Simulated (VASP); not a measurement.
# Ge in VASP: a series of runs

Ge is run at these levels: PBEsol; tasks: single point.

Program: VASP 6.6.1. These are calculated values, not measurements. Logs are shortened: lines on timing, memory, paths and dates and some standing lists are left out, and cuts for length are marked.

## 1. The cell of the first run

The cell holds a slab with vacuum, 6 atoms: a = 3.997 Å, b = 3.997 Å, c = 29.426 Å, α = 90.00°, β = 90.00°, γ = 120.00°.

## 2. Single point, PBEsol

The input, INCAR:

```
PREC = Accurate
ENCUT = 520
EDIFF = 1E-6
ISMEAR = 0
SIGMA = 0.1
LREAL = F
LASPH = T
NELM = 80
ALGO = Normal
ISIF = 2
LWAVE = F
LCHARG = F
LDIPOL = T
IDIPOL = 3
DIPOL = 0.5 0.5 0.500
GGA = PS
NBANDS = 51
```

The input, KPOINTS:

```
regular mesh
0
Gamma
  9 9 1
```

The input, POSCAR:

```
Ge
1.0
    3.9969678637      0.0000000000      0.0000000000
   -1.9984839318      3.4614757080      0.0000000000
    0.0000000000      0.0000000000     29.4263442933
Ge
6
Direct
    0.3333333333      0.6666666667      0.3738146978
    0.6666666667      0.3333333333      0.4020200076
    0.6666666667      0.3333333333      0.4858973451
    0.3333333333      0.6666666667      0.5141026549
    0.3333333333      0.6666666667      0.5979799924
    0.6666666667      0.3333333333      0.6261853022
```

Potentials or basis: VASP PAW PBE potentials, release 64 (Ge_d).

Started as:

```sh
$ cat potpaw_PBE.64/Ge_d/POTCAR > POTCAR
$ mpirun -np 1 vasp_std > vasp.out
```

OUTCAR:

```text
PREC = Accurate
   ENCUT = 520
   EDIFF = 1E-6
   ISMEAR = 0
   LREAL = F
   LASPH = T
   NELM = 80
   ISIF = 2
   GGA = PS

 ion  position               nearest neighbor table
   1  0.333  0.667  0.374-   2 2.45   2 2.45   2 2.45
   2  0.667  0.333  0.402-   1 2.45   1 2.45   1 2.45   3 2.47
   3  0.667  0.333  0.486-   4 2.45   4 2.45   4 2.45   2 2.47
   4  0.333  0.667  0.514-   3 2.45   3 2.45   3 2.45   5 2.47
   5  0.333  0.667  0.598-   6 2.45   6 2.45   6 2.45   4 2.47
   6  0.667  0.333  0.626-   5 2.45   5 2.45   5 2.45

  LATTYP: Found a hexagonal cell.
 ALAT       =     3.9969678637
 C/A-ratio  =     7.3621668467

  Lattice vectors:

 A1 = (   3.9969678637,   0.0000000000,   0.0000000000)
 A2 = (  -1.9984839318,   3.4614757080,   0.0000000000)
 A3 = (   0.0000000000,   0.0000000000,  29.4263442933)

Analysis of symmetry for initial positions (statically):
=====================================================================
 Subroutine PRICEL returns:
 Original cell was already a primitive cell.

 Routine SETGRP: Setting up the symmetry group for a
 hexagonal supercell.

 Subroutine GETGRP returns: Found 12 space group operations
 (whereof 12 operations were pure point group operations)
 out of a pool of 24 trial point group operations.

The static configuration has the point symmetry D_3d.

Analysis of symmetry for dynamics (positions and initial velocities):
=====================================================================
 Subroutine PRICEL returns:
 Original cell was already a primitive cell.

 Routine SETGRP: Setting up the symmetry group for a
 hexagonal supercell.

 Subroutine GETGRP returns: Found 12 space group operations
 (whereof 12 operations were pure point group operations)
 out of a pool of 24 trial point group operations.

The dynamic configuration has the point symmetry D_3d.

 Subroutine INISYM returns: Found 12 space group operations
 (whereof 12 operations are pure point group operations),
 and found     1 'primitive' translations

----------------------------------------------------------------------------------------

                                     Primitive cell

  volume of cell :     407.1255

  direct lattice vectors                    reciprocal lattice vectors
     3.996967864  0.000000000  0.000000000     0.250189652  0.144447063  0.000000000
    -1.998483932  3.461475708  0.000000000     0.000000000  0.288894126  0.000000000
     0.000000000  0.000000000 29.426344293     0.000000000  0.000000000  0.033983154

  length of vectors
     3.996967864  3.996967864 29.426344293     0.288894126  0.288894126  0.033983154

  position of ions in fractional coordinates (direct lattice)
     0.333333333  0.666666667  0.373814698
     0.666666667  0.333333333  0.402020008
     0.666666667  0.333333333  0.485897345
     0.333333333  0.666666667  0.514102655
     0.333333333  0.666666667  0.597979992
     0.666666667  0.333333333  0.626185302

  ion indices of the primitive-cell ions
   primitive index   ion index
                 1           1
                 2           2
                 3           3
                 4           4
                 5           5
                 6           6

----------------------------------------------------------------------------------------

 KPOINTS: regular mesh

Automatic generation of k-mesh.
 Grid dimensions read from file:
 generate k-points for:    9    9    1

 Generating k-lattice:

  Cartesian coordinates                     Fractional coordinates (reciprocal lattice)
     0.027798850  0.016049674  0.000000000     0.111111111  0.000000000  0.000000000
     0.000000000  0.032099347  0.000000000     0.000000000  0.111111111  0.000000000
     0.000000000  0.000000000  0.033983154     0.000000000  0.000000000  1.000000000

  Length of vectors
     0.032099347  0.032099347  0.033983154

  Shift w.r.t. Gamma in fractional coordinates (k-lattice)
     0.000000000  0.000000000  0.000000000

 Subroutine IBZKPT returns following result:
 ===========================================

 Found     12 irreducible k-points:

 Following reciprocal coordinates:
            Coordinates               Weight
  0.000000  0.000000  0.000000      1.000000
  0.111111 -0.000000  0.000000      6.000000
  0.222222 -0.000000  0.000000      6.000000
  0.333333  0.000000  0.000000      6.000000
  0.444444 -0.000000  0.000000      6.000000
  0.111111  0.111111  0.000000      6.000000
  0.222222  0.111111  0.000000     12.000000
  0.333333  0.111111  0.000000     12.000000
  0.444444  0.111111  0.000000      6.000000
  0.222222  0.222222  0.000000      6.000000
  0.333333  0.222222  0.000000     12.000000
  0.333333  0.333333  0.000000      2.000000
   k-points           NKPTS =     12   k-points in BZ     NKDIM =     12   number of bands    NBANDS=     51
   number of dos      NEDOS =    301   number of ions     NIONS =      6
   total plane-waves  NPLWV = 201600
   dimension x,y,z NGX =    30 NGY =   30 NGZ =  224
   dimension x,y,z NGXF=    60 NGYF=   60 NGZF=  448
   ions per type =               6
   NGX,Y,Z   is equivalent  to a cutoff of  12.48, 12.48, 12.66 a.u.
   NGXF,Y,Z  is equivalent  to a cutoff of  24.96, 24.96, 25.31 a.u.
 SYSTEM =  unknown system
   PREC   = accura    normal or accurate (medium, high low for compatibility)
   ISTART =      0    job   : 0-new  1-cont  2-samecut
   ICHARG =      2    charge: 1-file 2-atom 10-const
   ISPIN  =      1    spin polarized calculation?
   LNONCOLLINEAR =      F non collinear calculations
   LSORBIT =      F    spin-orbit coupling
   LASPH  =      T    aspherical Exc in radial PAW
   ENCUT  =  520.0 eV  38.22 Ry    6.18 a.u.   7.43  7.43 54.71*2*pi/ulx,y,z
   NELM   =     80;   NELMIN=  2; NELMDL= -5     # of ELM steps
   EDIFF  = 0.1E-05   stopping-criterion for ELM
   LREAL  =      F    real-space projection
   EDIFFG = 0.1E-04   stopping-criterion for IOM
   NSW    =      0    number of steps for IOM
   IBRION =     -1    ionic relax: 0-MD 1-quasi-New 2-CG
   NFREE  =      0    steps in history (QN), initial steepest desc. (CG)
   ISIF   =      2    stress and relaxation
   ISYM   =      2    0-nonsym 1-usesym 2-fastsym
   POTIM  = 0.5000    time-step for ionic-motion
   TEBEG  =    0.0;   TEEND  =   0.0 temperature during run
   PSTRESS=    0.0 pullay stress
   NELECT =      84.0000    total number of electrons
   NUPDOWN=      -1.0000    fix difference up-down
   EMIN   =  10.00;   EMAX   =-10.00  energy-range for DOS
   EFERMI =   0.00;   METHOD = LEGACY
   ISMEAR =     0;   SIGMA  =   0.10  broadening in eV -4-tet -1-fermi 0-gaus
   EFERMI_NEDOS =   21; number of points for ismear=-14 and -15
   IALGO  =     38    algorithm
   IMIX   =      4    mixing-type and parameters
     AMIX     =   0.40;   BMIX     =  1.00
     AMIX_MAG =   1.60;   BMIX_MAG =  1.00
  volume/ion in A,a.u.               =      67.85       457.90
  Fermi-wavevector in a.u.,A,eV,Ry     =   0.967368  1.828061 12.732351  0.935801
  Thomas-Fermi vector in A             =   2.097248
   LORBIT       =      0    0 simple, 1 ext, 2 COOP (PROOUT), +10 PAW based schemes
   GGA     = PS    functional components
   LHFCALC =     F    Hartree Fock is set to
   AEXX    =    0.0000 exact exchange contribution
   IVDW    =     0    specifies the selected vdW correction
   LEPSILON=     F    determine dielectric tensor
   LRPA    =     F    only Hartree local field effects (RPA)
 non-spin polarized calculation
 Gauss-broadening in eV      SIGMA  =   0.10
  energy-cutoff  :      520.00
  volume of cell :      407.13
 maximum number of plane-waves:     11047
 NGX is ok and might be reduce to    30
   NGX = 15   NGY = 15   NGZ =109

 number of electron      84.0000071 magnetization

 dipolmoment           0.000000      0.000000     -0.000000 electrons x Angstroem

 Free energy of the ion-electron system (eV)
  ---------------------------------------------------
  ext. energy  EPLUGINS =         0.00000000
  ---------------------------------------------------
  free energy    TOTEN  =       -27.49728963 eV

  energy without entropy =      -27.46945332  energy(sigma->0) =      -27.48337147

 E-fermi :  -1.5945     XC(G=0):  -3.8903

 val. band max:       -1.6235680568   @ k =   0.2222   0.1111   0.0000
 cond. band min:      -1.5842080309   @ k =   0.1111  -0.0000   0.0000
 fundamental gap:      0.0393600259
 Fermi energy:        -1.5944623269

 k-point     1 :       0.0000    0.0000    0.0000
  band No.  band energies     occupation
      1     -26.1287      2.00000
      2     -26.1287      2.00000
      3     -26.0756      2.00000
      4     -26.0653      2.00000
      5     -26.0609      2.00000
      6     -26.0609      2.00000
[... 43 lines left out ...]
     50       2.3225      0.00000
     51       2.6106      0.00000

 k-point     2 :       0.1111   -0.0000    0.0000
  band No.  band energies     occupation
      1     -26.1330      2.00000
      2     -26.1313      2.00000
      3     -26.0830      2.00000
      4     -26.0608      2.00000
      5     -26.0545      2.00000
      6     -26.0486      2.00000
[... 43 lines left out ...]
     50       2.7334      0.00000
     51       2.8062      0.00000

 k-point     3 :       0.2222   -0.0000    0.0000
  band No.  band energies     occupation
      1     -26.1382      2.00000
      2     -26.1358      2.00000
      3     -26.0941      2.00000
      4     -26.0552      2.00000
      5     -26.0401      2.00000
      6     -26.0238      2.00000
[... 43 lines left out ...]
     50       3.2096      0.00000
     51       3.3860      0.00000

 k-point     4 :       0.3333    0.0000    0.0000
  band No.  band energies     occupation
      1     -26.1388      2.00000
      2     -26.1375      2.00000
      3     -26.1054      2.00000
      4     -26.0515      2.00000
      5     -26.0250      2.00000
      6     -25.9992      2.00000
[... 43 lines left out ...]
     50       3.6183      0.00000
     51       3.9385      0.00000

 k-point     5 :       0.4444   -0.0000    0.0000
  band No.  band energies     occupation
      1     -26.1398      2.00000
      2     -26.1315      2.00000
      3     -26.1154      2.00000
      4     -26.0498      2.00000
      5     -26.0153      2.00000
      6     -25.9833      2.00000
[... 43 lines left out ...]
     50       3.2178      0.00000
     51       4.7146      0.00000

 k-point     6 :       0.1111    0.1111    0.0000
  band No.  band energies     occupation
      1     -26.1363      2.00000
      2     -26.1362      2.00000
      3     -26.0902      2.00000
      4     -26.0583      2.00000
      5     -26.0387      2.00000
      6     -26.0347      2.00000
[... 43 lines left out ...]
     50       2.8533      0.00000
     51       2.9961      0.00000

 k-point     7 :       0.2222    0.1111    0.0000
  band No.  band energies     occupation
      1     -26.1422      2.00000
      2     -26.1365      2.00000
      3     -26.1007      2.00000
      4     -26.0500      2.00000
      5     -26.0254      2.00000
      6     -26.0112      2.00000
[... 43 lines left out ...]
     50       3.4868      0.00000
     51       3.5447      0.00000

 k-point     8 :       0.3333    0.1111    0.0000
  band No.  band energies     occupation
      1     -26.1451      2.00000
      2     -26.1329      2.00000
      3     -26.1117      2.00000
      4     -26.0410      2.00000
      5     -26.0154      2.00000
      6     -25.9905      2.00000
[... 43 lines left out ...]
     50       3.4828      0.00000
     51       4.0877      0.00000

 k-point     9 :       0.4444    0.1111    0.0000
  band No.  band energies     occupation
      1     -26.1457      2.00000
      2     -26.1286      2.00000
      3     -26.1186      2.00000
      4     -26.0365      2.00000
      5     -26.0121      2.00000
      6     -25.9803      2.00000
[... 43 lines left out ...]
     50       3.8884      0.00000
     51       3.9807      0.00000

 k-point    10 :       0.2222    0.2222    0.0000
  band No.  band energies     occupation
      1     -26.1492      2.00000
      2     -26.1332      2.00000
      3     -26.1101      2.00000
      4     -26.0344      2.00000
      5     -26.0066      2.00000
      6     -26.0011      2.00000
[... 43 lines left out ...]
     50       3.4337      0.00000
     51       3.7638      0.00000

 k-point    11 :       0.3333    0.2222    0.0000
  band No.  band energies     occupation
      1     -26.1532      2.00000
      2     -26.1285      2.00000
      3     -26.1189      2.00000
      4     -26.0150      2.00000
      5     -26.0023      2.00000
      6     -25.9854      2.00000
[... 43 lines left out ...]
     50       3.7555      0.00000
     51       4.0992      0.00000

 k-point    12 :       0.3333    0.3333    0.0000
  band No.  band energies     occupation
      1     -26.1566      2.00000
      2     -26.1244      2.00000
      3     -26.1244      2.00000
      4     -26.0039      2.00000
      5     -25.9872      2.00000
      6     -25.9787      2.00000
[... 43 lines left out ...]
     50       4.7323      0.00000
     51       5.1819      0.00000

------------------------ aborting loop because EDIFF is reached ----------------------------------------

 vacuum level on the upper side and lower side of the slab       (xc-potential included)        -0.127        -0.127

  FORCE on cell =-STRESS in cart. coord.  units (eV):
  Direction    XX          YY          ZZ          XY          YZ          ZX
  --------------------------------------------------------------------------------------
  -------------------------------------------------------------------------------------
  Total       -0.1249177     -0.1249177      0.6075649     -0.0000000      0.0000000     -0.0000000
  in kB       -0.4915939     -0.4915939      2.3909750     -0.0000000      0.0000000     -0.0000000
  external PRESSURE =       0.4692624 kB  Pullay stress =       0.0000000 kB

 VOLUME and BASIS-vectors are now :
 -----------------------------------------------------------------------------
  energy-cutoff  :      520.00
  volume of cell :      407.13
      direct lattice vectors                 reciprocal lattice vectors
     3.996967864  0.000000000  0.000000000     0.250189652  0.144447063  0.000000000
    -1.998483932  3.461475708  0.000000000     0.000000000  0.288894126  0.000000000
     0.000000000  0.000000000 29.426344293     0.000000000  0.000000000  0.033983154

 POSITION                                       TOTAL-FORCE (eV/Angst)
 -----------------------------------------------------------------------------------
     -0.00000      2.30765     11.00000         0.000000      0.000000      0.133140
      1.99848      1.15383     11.82998         0.000000     -0.000000     -0.305784
      1.99848      1.15383     14.29818        -0.000000     -0.000000      0.148725
     -0.00000      2.30765     15.12816         0.000000      0.000000     -0.148725
     -0.00000      2.30765     17.59637        -0.000000      0.000000      0.305784
      1.99848      1.15383     18.42634        -0.000000     -0.000000     -0.133140
 -----------------------------------------------------------------------------------
    total drift:                               -0.000000      0.000000      0.000000

  FREE ENERGIE OF THE ION-ELECTRON SYSTEM (eV)
  ---------------------------------------------------
  free  energy   TOTEN  =       -27.4972896267 eV

  energy  without entropy=      -27.4694533173  energy(sigma->0) =      -27.48337147

 vacuum level on the upper side and lower side of the slab         2.915         2.915
```

Wall time 4.7 min (1 thread of AMD EPYC 9R45 (Zen 5), shared host); peak memory 0.54 GiB.

Results:

- Free energy: -27.4973 eV
- Largest force: 0.306 eV/Å
- Band gap on the k mesh: zero (bands 42 and 43 overlap by 0.45 eV)

Forces on the atoms (eV/Å):
```
Ge   0.000  0.000  0.133
Ge   0.000  0.000 -0.306
Ge   0.000  0.000  0.149
Ge   0.000  0.000 -0.149
Ge   0.000  0.000  0.306
Ge   0.000  0.000 -0.133
```

Levels at points of the mesh, in eV from the Fermi level:
```
           k point  band 39  band 40  band 41  band 42  band 43  band 44  band 45  band 46
(0.00, 0.00, 0.00)    -0.26    -0.26     0.28     0.28     0.45     0.87     1.35     1.63
```

Caveat: the PAW data sets were made with another functional, which shifts forces and pressure a little.

## 3. Single point, PBEsol (atoms taken out)

The input, INCAR:

```
SYSTEM = Ge
PREC = Accurate ; ENCUT = 520
EDIFF = 1E-7 ; ISMEAR = 0
SIGMA = 0.1 ; LREAL = .False.
LASPH = .True. ; NELM = 60
ALGO = Normal ; ISIF = 2
LWAVE = .False. ; LCHARG = .False.
LDIPOL = .True. ; IDIPOL = 3
DIPOL = 0.5 0.5 0.500 ; GGA = PS
NBANDS = 81
```

The input, KPOINTS:

```
Automatic mesh
0
Gamma
  9 9 1
  0 0 0
```

The input, POSCAR:

```
Ge
1.0
    3.9969678637      0.0000000000      0.0000000000
   -1.9984839318      3.4614757080      0.0000000000
    0.0000000000      0.0000000000     29.0227094314
Ge
10
Direct
    0.3333333333      0.6666666667      0.2584183264
    0.6666666667      0.3333333333      0.2870159030
    0.6666666667      0.3333333333      0.3720597691
    0.3333333333      0.6666666667      0.4006573456
    0.3333333333      0.6666666667      0.4857012117
    0.6666666667      0.3333333333      0.5142987883
    0.6666666667      0.3333333333      0.5993426544
    0.3333333333      0.6666666667      0.6279402309
    0.3333333333      0.6666666667      0.7129840970
    0.6666666667      0.3333333333      0.7415816736
```

Potentials or basis: VASP PAW PBE potentials, release 64 (Ge_d).

Started as:

```sh
$ cat potpaw_PBE.64/Ge_d/POTCAR > POTCAR
$ mpirun -np 1 vasp_std > vasp.out
```

It took 8.1 min on 1 thread of AMD EPYC 9R45 (Zen 5), shared host; peak memory 0.56 GiB.

It converged, with:

| Item | Value |
| --- | --- |
| Free energy | -47.0254 eV |
| Largest force | 0.217 eV/Å |
| Band gap on the k mesh | zero (bands 70 and 71 overlap by 0.58 eV) |

Forces in eV/Å, atoms in the order of the input:
```
Ge   0.000  0.000  0.040
Ge   0.000  0.000 -0.217
Ge   0.000  0.000  0.087
Ge   0.000  0.000  0.072
Ge   0.000  0.000 -0.125
Ge   0.000  0.000  0.125
Ge   0.000  0.000 -0.072
Ge   0.000  0.000 -0.087
Ge   0.000  0.000  0.217
Ge   0.000  0.000 -0.040
```

Levels at points of the mesh, in eV from the Fermi level:
```
           k point  band 68  band 69  band 70  band 71  band 72  band 73
(0.00, 0.00, 0.00)     0.15     0.22     0.36     0.36     0.57     0.92
```

Caveat: the cell differs from its parent crystal (atoms taken out); the PAW data sets were made with another functional, which shifts forces and pressure a little.

[end of part 1 of 2]

The gap in the log of VASP goes by the Fermi energy; the results here count the filled bands.